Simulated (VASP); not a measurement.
# CdF2 (Fm-3m) in VASP: notebook, part 2 of 2

VASP 6.6.1.

**3. Single point, PBE**

Contents of POSCAR:

```
CdF2
1.0
    0.0000000000      2.6940000000      2.6940000000
    2.6940000000      0.0000000000      2.6940000000
    2.6940000000      2.6940000000      0.0000000000
Cd F
1 2
Direct
    0.0000000000      0.0000000000      0.0000000000
    0.2500000000      0.2500000000      0.2500000000
    0.7500000000      0.7500000000      0.7500000000
```

Contents of INCAR.step1:

```
SYSTEM = CdF2
PREC = Accurate
ENCUT = 520
EDIFF = 1E-7
ISMEAR = -1
SIGMA = 0.03
LREAL = .False.
LASPH = .True.
NELM = 80
ALGO = Normal
ISIF = 2
LWAVE = .False.
LCHARG = .True.
GGA = PE
NBANDS = 20
```

Contents of KPOINTS.step1:

```
regular mesh
0
Gamma
  10 10 10
  0 0 0
```

Contents of INCAR.step2:

```
SYSTEM = CdF2
PREC = Accurate
ENCUT = 520
EDIFF = 1E-7
ISMEAR = -5
SIGMA = 0.03
LREAL = .False.
LASPH = .True.
NELM = 80
ALGO = Normal
ISIF = 2
LWAVE = .False.
LCHARG = .False.
GGA = PE
LORBIT = 11
NBANDS = 20
NEDOS = 1001
ICHARG = 11
```

Contents of KPOINTS.step2:

```
regular mesh
0
Gamma
  15 15 15
  0 0 0
```

Potentials or basis: VASP PAW PBE potentials, release 64 (Cd, F).

Started as:

```bash
$ cat potpaw_PBE.64/Cd/POTCAR potpaw_PBE.64/F/POTCAR > POTCAR
$ cp INCAR.step1 INCAR
$ cp KPOINTS.step1 KPOINTS
$ mpirun -np 1 vasp_std > vasp.out
$ cp INCAR.step2 INCAR
$ cp KPOINTS.step2 KPOINTS
$ mpirun -np 1 vasp_std > vasp.out
```

OUTCAR:

```text
SYSTEM = CdF2
   PREC = Accurate
   ENCUT = 520
   EDIFF = 1E-7
   ISMEAR = -5
   LREAL = .False.
   LASPH = .True.
   NELM = 80
   ISIF = 2
   GGA = PE
   LORBIT = 11
   ICHARG = 11

 ion  position               nearest neighbor table
   1  0.000  0.000  0.000-   3 2.33   3 2.33   3 2.33   2 2.33   3 2.33   2 2.33   2 2.33   2 2.33

   2  0.250  0.250  0.250-   1 2.33   1 2.33   1 2.33   1 2.33
   3  0.750  0.750  0.750-   1 2.33   1 2.33   1 2.33   1 2.33

  LATTYP: Found a face centered cubic cell.
 ALAT       =     5.3880000000

  Lattice vectors:

 A1 = (   0.0000000000,   2.6940000000,   2.6940000000)
 A2 = (   2.6940000000,   0.0000000000,   2.6940000000)
 A3 = (   2.6940000000,   2.6940000000,   0.0000000000)

Analysis of symmetry for initial positions (statically):
=====================================================================
 Subroutine PRICEL returns:
 Original cell was already a primitive cell.

 Routine SETGRP: Setting up the symmetry group for a
 face centered cubic supercell.

 Subroutine GETGRP returns: Found 48 space group operations
 (whereof 48 operations were pure point group operations)
 out of a pool of 48 trial point group operations.

The static configuration has the point symmetry O_h .

Analysis of symmetry for dynamics (positions and initial velocities):
=====================================================================
 Subroutine PRICEL returns:
 Original cell was already a primitive cell.

 Routine SETGRP: Setting up the symmetry group for a
 face centered cubic supercell.

 Subroutine GETGRP returns: Found 48 space group operations
 (whereof 48 operations were pure point group operations)
 out of a pool of 48 trial point group operations.

The dynamic configuration has the point symmetry O_h .

 Subroutine INISYM returns: Found 48 space group operations
 (whereof 48 operations are pure point group operations),
 and found     1 'primitive' translations

----------------------------------------------------------------------------------------
[... 124 lines left out ...]
   AEXX    =    0.0000 exact exchange contribution
   IVDW    =     0    specifies the selected vdW correction
   LEPSILON=     F    determine dielectric tensor
   LRPA    =     F    only Hartree local field effects (RPA)
 non-spin polarized calculation
 Fermi weights with tetrahedron method with Bloechl corrections
  energy-cutoff  :      520.00
  volume of cell :       39.10
 maximum number of plane-waves:      1073

 number of electron      25.9999990 magnetization

 Free energy of the ion-electron system (eV)
  ---------------------------------------------------
  ext. energy  EPLUGINS =         0.00000000
  ---------------------------------------------------
  free energy    TOTEN  =       -10.85964050 eV

  energy without entropy =      -10.85964050  energy(sigma->0) =      -10.85964050

 E-fermi :  -1.2893     XC(G=0): -10.4121

 val. band max:       -1.3244381275   @ k =  -0.2667   0.4667   0.2000
 cond. band min:       1.7564616315   @ k =   0.0000   0.0000   0.0000
 fundamental gap:      3.0808997590
 Fermi energy:        -1.2892651132

 k-point     1 :       0.0000    0.0000    0.0000
  band No.  band energies     occupation
      1     -22.1167      2.00000
      2     -21.0119      2.00000
      3      -6.9300      2.00000
      4      -6.9300      2.00000
      5      -6.9300      2.00000
      6      -5.7122      2.00000
[... 541 lines left out ...]
     19      18.7151      0.00000
     20      19.2149      0.00000

 [... further k-points ...]

------------------------ aborting loop because EDIFF is reached ----------------------------------------

  FORCE on cell =-STRESS in cart. coord.  units (eV):
  Direction    XX          YY          ZZ          XY          YZ          ZX
  --------------------------------------------------------------------------------------
  -------------------------------------------------------------------------------------
  Total        1.5074586      1.5074586      1.5074586      0.0000000      0.0000000      0.0000000
  in kB       61.7636844     61.7636844     61.7636844      0.0000000      0.0000000      0.0000000
  external PRESSURE =      61.7636844 kB  Pullay stress =       0.0000000 kB

 VOLUME and BASIS-vectors are now :
 -----------------------------------------------------------------------------
  energy-cutoff  :      520.00
  volume of cell :       39.10
      direct lattice vectors                 reciprocal lattice vectors
     0.000000000  2.694000000  2.694000000    -0.185597624  0.185597624  0.185597624
     2.694000000  0.000000000  2.694000000     0.185597624 -0.185597624  0.185597624
     2.694000000  2.694000000  0.000000000     0.185597624  0.185597624 -0.185597624

 POSITION                                       TOTAL-FORCE (eV/Angst)
 -----------------------------------------------------------------------------------
      0.00000      0.00000      0.00000        -0.000000      0.000000      0.000000
      1.34700      1.34700      1.34700        -0.000000     -0.000000      0.000000
      4.04100      4.04100      4.04100         0.000000      0.000000     -0.000000
 -----------------------------------------------------------------------------------
    total drift:                                0.000000     -0.000000      0.000000

  FREE ENERGIE OF THE ION-ELECTRON SYSTEM (eV)
  ---------------------------------------------------
  free  energy   TOTEN  =       -10.8596405015 eV

  energy  without entropy=      -10.8596405015  energy(sigma->0) =      -10.85964050

 total charge

# of ion       s       p       d       tot
------------------------------------------
    1        0.231   0.196   9.691  10.119
    2        1.740   4.344   0.000   6.083
    3        1.740   4.344   0.000   6.083
--------------------------------------------------
tot          3.711   8.883   9.691  22.285
```

Run time: 1.7 min. Hardware: 1 thread of Intel Xeon 8259CL, shared host; peak memory 0.21 GiB.

What came out:

```yaml
Valence_electrons_inside_the_program's_atomic_spheres: Cd 10.12; F 6.08
```
